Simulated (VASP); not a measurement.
Here is a VASP 6.6.1 calculation.

Contents of POSCAR:

```
TePb
1.0
    0.0000000000      3.2310000000      3.2310000000
    3.2310000000      0.0000000000      3.2310000000
    3.2310000000      3.2310000000      0.0000000000
Pb Te
1 1
Direct
    0.0000000000      0.0000000000      0.0000000000
    0.5000000000      0.5000000000      0.5000000000
```

The input INCAR.step1:

```
SYSTEM = TePb
  ISMEAR = 0
  SIGMA = 0.03
  LWAVE = .TRUE.
  LCHARG = .FALSE.
  NBANDS = 22
  PREC = Accurate
  LASPH = .TRUE.
  LREAL = .FALSE.
  ALGO = Normal
  EDIFF = 1E-6
  NELM = 120
  GGA_COMPAT = .FALSE.
  ENCUT = 280
  EFERMI = MIDGAP
  GGA = PE
```

Contents of INCAR.step2:

```
SYSTEM = TePb
  METAGGA = MBJ
  ISMEAR = 0
  SIGMA = 0.03
  LWAVE = .FALSE.
  LCHARG = .FALSE.
  NBANDS = 22
  PREC = Accurate
  LASPH = .TRUE.
  LREAL = .FALSE.
  ALGO = Normal
  EDIFF = 1E-6
  NELM = 120
  GGA_COMPAT = .FALSE.
  ENCUT = 280
  EFERMI = MIDGAP
  LMIXTAU = .TRUE.
  ISTART = 1
```

The input KPOINTS:

```
Automatic mesh
0
Gamma
  5 5 5
  0 0 0
```

KPOINTS_OPT

```
path GXWKGLUWLK,UX
12
line-mode
reciprocal
 0.0000000000  0.0000000000  0.0000000000  G
 0.5000000000  0.0000000000  0.5000000000  X

 0.5000000000  0.0000000000  0.5000000000  X
 0.5000000000  0.2500000000  0.7500000000  W

 0.5000000000  0.2500000000  0.7500000000  W
 0.3750000000  0.3750000000  0.7500000000  K

 0.3750000000  0.3750000000  0.7500000000  K
 0.0000000000  0.0000000000  0.0000000000  G

 0.0000000000  0.0000000000  0.0000000000  G
 0.5000000000  0.5000000000  0.5000000000  L

 0.5000000000  0.5000000000  0.5000000000  L
 0.6250000000  0.2500000000  0.6250000000  U

 0.6250000000  0.2500000000  0.6250000000  U
 0.5000000000  0.2500000000  0.7500000000  W

 0.5000000000  0.2500000000  0.7500000000  W
 0.5000000000  0.5000000000  0.5000000000  L

 0.5000000000  0.5000000000  0.5000000000  L
 0.3750000000  0.3750000000  0.7500000000  K

 0.6250000000  0.2500000000  0.6250000000  U
 0.5000000000  0.0000000000  0.5000000000  X
```

Potentials or basis: VASP PAW PBE potentials, release 64 (Pb_d, Te).

Run with:

```console
$ cat potpaw_PBE.64/Pb_d/POTCAR potpaw_PBE.64/Te/POTCAR > POTCAR
$ cp INCAR.step1 INCAR
$ mpirun -np 1 vasp_std > vasp.out
$ cp INCAR.step2 INCAR
$ mpirun -np 1 vasp_std > vasp.out
```

Question: Predict the band gap along the path.

Answer: 1.12 eV.

Levels at the corners of the path, in eV from the Fermi level:
| point | band 7 | band 8 | band 9 | band 10 | band 11 | band 12 | band 13 | band 14 |
| --- | --- | --- | --- | --- | --- | --- | --- | --- |
| Γ | -6.02 | -2.10 | -2.10 | -2.10 | 3.70 | 3.70 | 3.70 | 5.29 |
| X | -7.76 | -5.05 | -3.46 | -3.46 | 3.00 | 5.06 | 5.06 | 6.32 |
| X | -7.76 | -5.05 | -3.46 | -3.46 | 3.00 | 5.06 | 5.06 | 6.32 |
| W | -8.46 | -4.37 | -4.37 | -1.11 | 1.29 | 4.79 | 4.79 | 6.48 |
| W | -8.46 | -4.37 | -4.37 | -1.11 | 1.29 | 4.79 | 4.79 | 6.48 |
| K | -8.44 | -4.68 | -2.97 | -2.68 | 3.14 | 3.26 | 4.80 | 5.51 |
| K | -8.44 | -4.68 | -2.97 | -2.68 | 3.14 | 3.26 | 4.80 | 5.51 |
| Γ | -6.02 | -2.10 | -2.10 | -2.10 | 3.70 | 3.70 | 3.70 | 5.29 |
| Γ | -6.02 | -2.10 | -2.10 | -2.10 | 3.70 | 3.70 | 3.70 | 5.29 |
| L | -9.07 | -1.67 | -1.67 | -0.62 | 0.50 | 0.83 | 0.83 | 8.33 |
| L | -9.07 | -1.67 | -1.67 | -0.62 | 0.50 | 0.83 | 0.83 | 8.33 |
| U | -8.44 | -4.68 | -2.97 | -2.68 | 3.14 | 3.26 | 4.80 | 5.51 |
| U | -8.44 | -4.68 | -2.97 | -2.68 | 3.14 | 3.26 | 4.80 | 5.51 |
| W | -8.46 | -4.37 | -4.37 | -1.11 | 1.29 | 4.79 | 4.79 | 6.48 |
| W | -8.46 | -4.37 | -4.37 | -1.11 | 1.29 | 4.79 | 4.79 | 6.48 |
| L | -9.07 | -1.67 | -1.67 | -0.62 | 0.50 | 0.83 | 0.83 | 8.33 |
| L | -9.07 | -1.67 | -1.67 | -0.62 | 0.50 | 0.83 | 0.83 | 8.33 |
| K | -8.44 | -4.68 | -2.97 | -2.68 | 3.14 | 3.26 | 4.80 | 5.51 |
| U | -8.44 | -4.68 | -2.97 | -2.68 | 3.14 | 3.26 | 4.80 | 5.51 |
| X | -7.76 | -5.05 | -3.46 | -3.46 | 3.00 | 5.06 | 5.06 | 6.32 |

Caveat: this odd mesh misses L, so gap, dielectric constants and Born charges aren't listed; spin-orbit coupling is left out, which moves the levels of the heavy elements.
